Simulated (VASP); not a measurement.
# Ni (Fm-3m) in VASP: further runs

Aim: see how the results for Ni move with the level of theory and the settings. Levels: PBE, PBEsol. Tasks: single point.

Program: VASP 6.6.1. These are calculated values, not measurements. Logs are shortened: lines on timing, memory, paths and dates and some standing lists are left out, and cuts for length are marked.

**1. The cell of the first run**

Symmetry: Fm-3m, No. 225, cubic system. Conventional cell: a = 3.498 Å, b = 3.498 Å, c = 3.498 Å, α = 90.00°, β = 90.00°, γ = 90.00°. Within 3.3 Å of Ni (site symmetry m-3m) lie 12 Ni at 2.47 Å.

**2. Single point, PBE, collinear spin, ferromagnetic start (volume scaled by 1.02)**

The input, INCAR:

```
PREC     = Accurate       # precision mode
ENCUT    = 520            # plane-wave cutoff, eV
EDIFF    = 1E-7           # SCF threshold, eV
ISMEAR   = -1             # smearing method
SIGMA    = 0.05           # smearing width, eV
LREAL    = F              # projectors in reciprocal space
LASPH    = T              # aspherical terms in the spheres
NELM     = 150            # most SCF steps
ALGO     = Normal         # electronic algorithm
ISIF     = 2              # what is computed and relaxed
LWAVE    = F              # write WAVECAR
LCHARG   = T              # write CHGCAR
ISPIN    = 2              # spin polarisation
MAGMOM   = 1              # initial moments
LORBIT   = 11             # projections on sites
LMAXMIX  = 4              # l up to which the mixer works
GGA      = PE             # functional
LELF     = T              # ELF
LVHAR    = T            
NBANDS   = 15             # bands
```

The input, KPOINTS:

```
regular mesh
0
Gamma
  13 13 13
```

The input, POSCAR:

```
Ni
1.0
    0.0000000000      1.7490803739      1.7490803739
    1.7490803739      0.0000000000      1.7490803739
    1.7490803739      1.7490803739      0.0000000000
Ni
1
Direct
    0.0000000000      0.0000000000      0.0000000000
```

Potentials or basis: VASP PAW PBE potentials, release 64 (Ni).

Command:

```sh
$ cat potpaw_PBE.64/Ni/POTCAR > POTCAR
$ mpirun -np 1 vasp_std > vasp.out
```

OUTCAR:

```text
PREC = Accurate
   ENCUT = 520
   EDIFF = 1E-7
   ISMEAR = -1
   LREAL = F
   LASPH = T
   NELM = 150
   ISIF = 2
   ISPIN = 2
   LORBIT = 11
   GGA = PE

 ion  position               nearest neighbor table
   1  0.000  0.000  0.000-

  LATTYP: Found a face centered cubic cell.
 ALAT       =     3.4981607478

  Lattice vectors:

 A1 = (   0.0000000000,   1.7490803739,   1.7490803739)
 A2 = (   1.7490803739,   0.0000000000,   1.7490803739)
 A3 = (   1.7490803739,   1.7490803739,   0.0000000000)

Analysis of symmetry for initial positions (statically):
=====================================================================
 Subroutine PRICEL returns:
 Original cell was already a primitive cell.

 Routine SETGRP: Setting up the symmetry group for a
 face centered cubic supercell.

 Subroutine GETGRP returns: Found 48 space group operations
 (whereof 48 operations were pure point group operations)
 out of a pool of 48 trial point group operations.

The static configuration has the point symmetry O_h .

Analysis of symmetry for dynamics (positions and initial velocities):
=====================================================================
 Subroutine PRICEL returns:
 Original cell was already a primitive cell.

 Routine SETGRP: Setting up the symmetry group for a
 face centered cubic supercell.

 Subroutine GETGRP returns: Found 48 space group operations
 (whereof 48 operations were pure point group operations)
 out of a pool of 48 trial point group operations.

The dynamic configuration has the point symmetry O_h .

Analysis of structural, dynamic, and magnetic symmetry:
=====================================================================
 Subroutine PRICEL returns:
 Original cell was already a primitive cell.

 Routine SETGRP: Setting up the symmetry group for a
 face centered cubic supercell.

 Subroutine GETGRP returns: Found 48 space group operations
 (whereof 48 operations were pure point group operations)
 out of a pool of 48 trial point group operations.

The overall configuration has the point symmetry O_h .

 Subroutine INISYM returns: Found 48 space group operations
 (whereof 48 operations are pure point group operations),
 and found     1 'primitive' translations

----------------------------------------------------------------------------------------

                                     Primitive cell

  volume of cell :      10.7019

  direct lattice vectors                    reciprocal lattice vectors
     0.000000000  1.749080374  1.749080374    -0.285864508  0.285864508  0.285864508
     1.749080374  0.000000000  1.749080374     0.285864508 -0.285864508  0.285864508
     1.749080374  1.749080374  0.000000000     0.285864508  0.285864508 -0.285864508

  length of vectors
     2.473573186  2.473573186  2.473573186     0.495131851  0.495131851  0.495131851

  position of ions in fractional coordinates (direct lattice)
     0.000000000  0.000000000  0.000000000

  ion indices of the primitive-cell ions
   primitive index   ion index
                 1           1

----------------------------------------------------------------------------------------

 KPOINTS: regular mesh

Automatic generation of k-mesh.
 Grid dimensions read from file:
 generate k-points for:   13   13   13

 Generating k-lattice:

  Cartesian coordinates                     Fractional coordinates (reciprocal lattice)
    -0.021989578  0.021989578  0.021989578     0.076923077  0.000000000  0.000000000
     0.021989578 -0.021989578  0.021989578     0.000000000  0.076923077  0.000000000
     0.021989578  0.021989578 -0.021989578     0.000000000  0.000000000  0.076923077

  Length of vectors
     0.038087065  0.038087065  0.038087065

  Shift w.r.t. Gamma in fractional coordinates (k-lattice)
     0.000000000  0.000000000  0.000000000

 Subroutine IBZKPT returns following result:
 ===========================================

 Found     84 irreducible k-points:

 Following reciprocal coordinates:
            Coordinates               Weight
  0.000000  0.000000  0.000000      1.000000
  0.076923  0.000000  0.000000      8.000000
  0.153846  0.000000  0.000000      8.000000
  0.230769  0.000000  0.000000      8.000000
  0.307692  0.000000  0.000000      8.000000
  0.384615  0.000000  0.000000      8.000000
[... 16 lines left out ...]
  0.384615  0.153846  0.000000     24.000000
  0.461538  0.153846  0.000000     24.000000
 [... further k-points ...]
   k-points           NKPTS =     84   k-points in BZ     NKDIM =     84   number of bands    NBANDS=     15
   number of dos      NEDOS =    301   number of ions     NIONS =      1
   total plane-waves  NPLWV =   5832
   dimension x,y,z NGX =    18 NGY =   18 NGZ =   18
   dimension x,y,z NGXF=    36 NGYF=   36 NGZF=   36
   ions per type =               1
   NGX,Y,Z   is equivalent  to a cutoff of  12.10, 12.10, 12.10 a.u.
   NGXF,Y,Z  is equivalent  to a cutoff of  24.20, 24.20, 24.20 a.u.
 SYSTEM =  unknown system
   PREC   = accura    normal or accurate (medium, high low for compatibility)
   ISTART =      0    job   : 0-new  1-cont  2-samecut
   ICHARG =      2    charge: 1-file 2-atom 10-const
   ISPIN  =      2    spin polarized calculation?
   LNONCOLLINEAR =      F non collinear calculations
   LSORBIT =      F    spin-orbit coupling
   LASPH  =      T    aspherical Exc in radial PAW
   ENCUT  =  520.0 eV  38.22 Ry    6.18 a.u.   4.60  4.60  4.60*2*pi/ulx,y,z
   NELM   =    150;   NELMIN=  2; NELMDL= -5     # of ELM steps
   EDIFF  = 0.1E-06   stopping-criterion for ELM
   LREAL  =      F    real-space projection
   EDIFFG = 0.1E-05   stopping-criterion for IOM
   NSW    =      0    number of steps for IOM
   IBRION =     -1    ionic relax: 0-MD 1-quasi-New 2-CG
   NFREE  =      0    steps in history (QN), initial steepest desc. (CG)
   ISIF   =      2    stress and relaxation
   ISYM   =      2    0-nonsym 1-usesym 2-fastsym
   POTIM  = 0.5000    time-step for ionic-motion
   TEBEG  =    0.0;   TEEND  =   0.0 temperature during run
   PSTRESS=    0.0 pullay stress
   NELECT =      10.0000    total number of electrons
   NUPDOWN=      -1.0000    fix difference up-down
   EMIN   =  10.00;   EMAX   =-10.00  energy-range for DOS
   EFERMI =   0.00;   METHOD = LEGACY
   ISMEAR =    -1;   SIGMA  =   0.05  broadening in eV -4-tet -1-fermi 0-gaus
   EFERMI_NEDOS =   21; number of points for ismear=-14 and -15
   IALGO  =     38    algorithm
   IMIX   =      4    mixing-type and parameters
     AMIX     =   0.40;   BMIX     =  1.00
     AMIX_MAG =   1.60;   BMIX_MAG =  1.00
  volume/ion in A,a.u.               =      10.70        72.22
  Fermi-wavevector in a.u.,A,eV,Ry     =   1.600498  3.024502 34.852589  2.561593
  Thomas-Fermi vector in A             =   2.697624
   LORBIT       =     11    0 simple, 1 ext, 2 COOP (PROOUT), +10 PAW based schemes
   GGA     = PE    functional components
   LHFCALC =     F    Hartree Fock is set to
   AEXX    =    0.0000 exact exchange contribution
   IVDW    =     0    specifies the selected vdW correction
   LEPSILON=     F    determine dielectric tensor
   LRPA    =     F    only Hartree local field effects (RPA)
 spin polarized calculation
  energy-cutoff  :      520.00
  volume of cell :       10.70
 maximum number of plane-waves:       299
   NGX =  9   NGY =  9   NGZ =  9

 number of electron      10.0000009 magnetization       0.6244278

 Free energy of the ion-electron system (eV)
  ---------------------------------------------------
  ext. energy  EPLUGINS =         0.00000000
  ---------------------------------------------------
  free energy    TOTEN  =        -5.47808530 eV

  energy without entropy =       -5.46503406  energy(sigma->0) =       -5.47155968

 E-fermi :   9.6153     XC(G=0): -13.3531

 val. band max:        9.6094519817   @ k =   0.3846   0.0769   0.0000
 cond. band min:       9.6164424361   @ k =   0.3846   0.3846   0.0000
 fundamental gap:      0.0069904544
 Fermi energy:         9.6153261820

 spin component 1

 k-point     1 :       0.0000    0.0000    0.0000
  band No.  band energies     occupation
      1       0.4839      1.00000
      2       7.1378      1.00000
      3       7.1378      1.00000
      4       7.1378      1.00000
      5       8.3422      1.00000
      6       8.3422      1.00000
      7      33.4716      0.00000
      8      37.4647      0.00000
      9      37.4647      0.00000
     10      37.4647      0.00000
     11      40.4576      0.00000
     12      40.4576      0.00000
     13      40.4576      0.00000
     14      43.3832      0.00000
     15      49.8711      0.00000
[... 397 lines left out ...]
 k-point    24 :       0.4615    0.1538    0.0000
  band No.  band energies     occupation
      1       5.0382      1.00000
      2       6.7373      1.00000
      3       7.1624      1.00000
      4       7.5555      1.00000
      5       9.0406      0.99999
      6      10.4603      0.00000
      7      17.6186      0.00000
      8      28.5921      0.00000
      9      30.3035      0.00000
     10      32.4567      0.00000
     11      42.4963      0.00000
     12      42.7584      0.00000
     13      45.7811      0.00000
     14      49.0575      0.00000
     15      55.7009      0.00000

 [... further k-points ...]

 spin component 2

 k-point     1 :       0.0000    0.0000    0.0000
  band No.  band energies     occupation
      1       0.4549      1.00000
      2       7.8870      1.00000
      3       7.8870      1.00000
      4       7.8870      1.00000
      5       8.9243      1.00000
      6       8.9243      1.00000
      7      33.3205      0.00000
      8      37.4473      0.00000
      9      37.4473      0.00000
     10      37.4473      0.00000
     11      40.5655      0.00000
     12      40.5655      0.00000
     13      40.5655      0.00000
     14      43.2630      0.00000
     15      50.0780      0.00000
[... 397 lines left out ...]
 k-point    24 :       0.4615    0.1538    0.0000
  band No.  band energies     occupation
      1       5.4016      1.00000
      2       7.1597      1.00000
      3       7.7614      1.00000
      4       8.1892      1.00000
      5       9.7882      0.03057
      6      10.9235      0.00000
      7      17.8859      0.00000
      8      28.6246      0.00000
      9      30.3818      0.00000
     10      32.5105      0.00000
     11      42.4763      0.00000
     12      42.7890      0.00000
     13      45.8357      0.00000
     14      49.2490      0.00000
     15      57.0724      0.00000

 [... further k-points ...]
[... 5 lines left out ...]
  --------------------------------------------------------------------------------------
  -------------------------------------------------------------------------------------
  Total        0.2319216      0.2319216      0.2319216      0.0000000      0.0000000     -0.0000000
  in kB       34.7210178     34.7210178     34.7210178      0.0000000      0.0000000     -0.0000000
  external PRESSURE =      34.7210178 kB  Pullay stress =       0.0000000 kB

 VOLUME and BASIS-vectors are now :
 -----------------------------------------------------------------------------
  energy-cutoff  :      520.00
  volume of cell :       10.70
      direct lattice vectors                 reciprocal lattice vectors
     0.000000000  1.749080374  1.749080374    -0.285864508  0.285864508  0.285864508
     1.749080374  0.000000000  1.749080374     0.285864508 -0.285864508  0.285864508
     1.749080374  1.749080374  0.000000000     0.285864508  0.285864508 -0.285864508

 POSITION                                       TOTAL-FORCE (eV/Angst)
 -----------------------------------------------------------------------------------
      0.00000      0.00000      0.00000        -0.000000     -0.000000      0.000000
 -----------------------------------------------------------------------------------
    total drift:                                0.000000     -0.000000      0.000000

  FREE ENERGIE OF THE ION-ELECTRON SYSTEM (eV)
  ---------------------------------------------------
  free  energy   TOTEN  =        -5.4780853010 eV

  energy  without entropy=       -5.4650340640  energy(sigma->0) =       -5.47155968

 total charge

# of ion       s       p       d       tot
------------------------------------------
    1        0.505   0.513   8.323   9.340

 magnetization (x)

# of ion       s       p       d       tot
------------------------------------------
    1       -0.006  -0.024   0.664   0.634
```

It took 24 s on 1 thread of AMD EPYC 7R13 (Zen 3), shared host; peak memory 0.1 GiB.

Results:

| Quantity | Value |
| --- | --- |
| Free energy | -5.4781 eV |
| Pressure | 3.5 GPa |
| Net moment | 0.62 μB per cell |
| Site moments | Ni +0.63 μB |
| Valence electrons inside the program's atomic spheres | Ni 9.34 |

Levels at points of the mesh, in eV from the Fermi level:
Spin up:
| k point | band 1 | band 2 | band 3 | band 4 | band 5 | band 6 | band 7 | band 8 | band 9 | band 10 |
| --- | --- | --- | --- | --- | --- | --- | --- | --- | --- | --- |
| (0.00, 0.00, 0.00) | -9.13 | -2.48 | -2.48 | -2.48 | -1.27 | -1.27 | 23.86 | 27.85 | 27.85 | 27.85 |
Spin down:
| k point | band 1 | band 2 | band 3 | band 4 | band 5 | band 6 | band 7 | band 8 | band 9 | band 10 |
| --- | --- | --- | --- | --- | --- | --- | --- | --- | --- | --- |
| (0.00, 0.00, 0.00) | -9.16 | -1.73 | -1.73 | -1.73 | -0.69 | -0.69 | 23.71 | 27.83 | 27.83 | 27.83 |

[end of part 1 of 2]
